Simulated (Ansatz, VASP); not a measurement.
## One calculation of BC5, two programs

Contents of INCAR:

```
SYSTEM = BC5
  ALGO = Normal
  EDIFF = 1E-6
  ENCUT = 520
  GGA = PE
  ISIF = 2
  ISMEAR = 0
  LASPH = .TRUE.
  LCHARG = .FALSE.
  LREAL = .FALSE.
  LWAVE = .FALSE.
  NBANDS = 20
  NELM = 60
  PREC = Accurate
  SIGMA = 0.1
```

Contents of KPOINTS:

```
k-points
0
G
  11 11 4
  0 0 0
```

POSCAR

```
BC5
1.0
    2.5515500000      0.0000000000      0.0000000000
   -1.2757800000      2.2097100000      0.0000000000
    0.0000000000      0.0000000000      6.3996600000
B C
1 5
Direct
    0.3333333333      0.6666666667      0.0075900000
    0.3333333333      0.6666666667      0.2595100000
    0.6666666667      0.3333333333      0.3390300000
    0.0000000000      0.0000000000      0.6645600000
    0.6666666667      0.3333333333      0.5813600000
    0.0000000000      0.0000000000      0.8989400000
```

Input for Ansatz:

```yaml
crystal:
  lattice:
    - [2.55155, 0.0, 0.0]
    - [-1.27578, 2.20971, 0.0]
    - [0.0, 0.0, 6.39966]
  atoms:
    - { symbol: B, position: [0.3333333333333333, 0.6666666666666666, 0.007590000000000001] }
    - { symbol: C, position: [0.3333333333333333, 0.6666666666666666, 0.25951] }
    - { symbol: C, position: [0.6666666666666666, 0.3333333333333333, 0.33903] }
    - { symbol: C, position: [0.0, 0.0, 0.66456] }
    - { symbol: C, position: [0.6666666666666666, 0.3333333333333333, 0.58136] }
    - { symbol: C, position: [0.0, 0.0, 0.89894] }
basis:
  ecutwfc: 420.0
kpoints:
  mp_grid:
    grid: [11, 11, 4]
hamiltonian:
  xc: pbe
  pseudopotentials:
    kind: paw
    azcp:
      folder: soft_1
scf:
  occupations:
    method: gaussian
    width: 0.1
output:
  forces: true
  stress: true
```

Alike in both runs: task single point; functional PBE; k mesh 11 × 11 × 4; occupations gaussian, width 0.1 eV; no spin polarisation.

|  | VASP | Ansatz |
| --- | --- | --- |
| version | VASP 6.6.1 | Ansatz 0.2.0 |
| potentials or method | VASP PAW PBE potentials, release 64 (B, C), cutoff 520 eV | plane waves, PAW |
| valence electrons in the cell | 23 | 23 |

```tsv
	VASP	Ansatz	Ansatz less VASP
pressure (GPa)	0.0	-0.5	-0.48
traceless stress, the component that is largest in VASP (GPa)	0.20	0.13	-0.076
rms of the force components (eV/Å)	0.009	0.014	+0.0052
```

Atom by atom the forces differ by 0.007 eV/Å (rms over components).
